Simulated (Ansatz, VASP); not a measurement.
**Pb: VASP beside Ansatz**

The input POSCAR:

```
Pb
1.0
    0.0000000000      2.4946408835      2.4946408835
    2.4946408835      0.0000000000      2.4946408835
    2.4946408835      2.4946408835      0.0000000000
Pb
1
Direct
    0.0000000000      0.0000000000      0.0000000000
```

Contents of INCAR.step1:

```
PREC     = Accurate       # precision mode
ENCUT    = 520            # plane-wave cutoff, eV
ISMEAR   = 1              # smearing method
SIGMA    = 0.2            # smearing width, eV
LREAL    = False          # projectors in reciprocal space
LASPH    = True           # aspherical terms in the spheres
NELM     = 80             # most SCF steps
NBANDS   = 13             # bands
GGA      = PE             # functional
ALGO     = Normal         # electronic algorithm
EDIFF    = 1E-4           # SCF threshold, eV
LWAVE    = True           # write WAVECAR
LCHARG   = False          # write CHGCAR
```

File INCAR.step2:

```
PREC     = Accurate       # precision mode
ENCUT    = 520            # plane-wave cutoff, eV
EDIFF    = 1E-6           # SCF threshold, eV
ISMEAR   = 1              # smearing method
SIGMA    = 0.2            # smearing width, eV
LREAL    = False          # projectors in reciprocal space
LASPH    = True           # aspherical terms in the spheres
NELM     = 80             # most SCF steps
ALGO     = Normal         # electronic algorithm
ISIF     = 2              # what is computed and relaxed
LWAVE    = False          # write WAVECAR
LCHARG   = False          # write CHGCAR
METAGGA  = R2SCAN         # meta-GGA
LMIXTAU  = True         
NBANDS   = 13             # bands
ISTART   = 1
```

Contents of KPOINTS:

```
Automatic mesh
0
Gamma
  11 11 11
```

Input for Ansatz:

```yaml
crystal:
  lattice:
    - [0.0, 2.4946408835, 2.4946408835]
    - [2.4946408835, 0.0, 2.4946408835]
    - [2.4946408835, 2.4946408835, 0.0]
  atoms:
    - { symbol: Pb, position: [0.0, 0.0, 0.0] }
hamiltonian:
  xc: r2scan
  pseudopotentials:
    kind: paw
    azcp:
      Pb: "pseudopotentials/Pb.paw.azcp"
basis:
  ecutwfc: 500
  fft_grid_basis: typed
kpoints:
  mp_grid: { grid: [11, 11, 11], shift: [0, 0, 0] }
magnetization:
  spin_polarized: false
scf:
  occupations: { method: methfessel_paxton, width: 0.2 }
  lower_state_search: "off"
output:
  stress: true
```

Alike in both runs: task single point; functional r2SCAN; k mesh 11 × 11 × 11; occupations methfessel-paxton of order 1, width 0.2 eV; no spin polarisation.

```csv
,VASP,Ansatz
version,VASP 6.6.1,Ansatz 0.2.0
potentials or method,"VASP PAW PBE potentials, release 64 (Pb_d), cutoff 520 eV","plane waves (500 eV) with PAW, scalar-relativistic"
valence electrons in the cell,14,14
```

```tsv
	VASP	Ansatz	Ansatz less VASP
pressure (GPa)	-0.1	-0.1	+0.01
```

VASP's potentials were made for PBE, not for r2SCAN.

Spin-orbit coupling is off throughout.
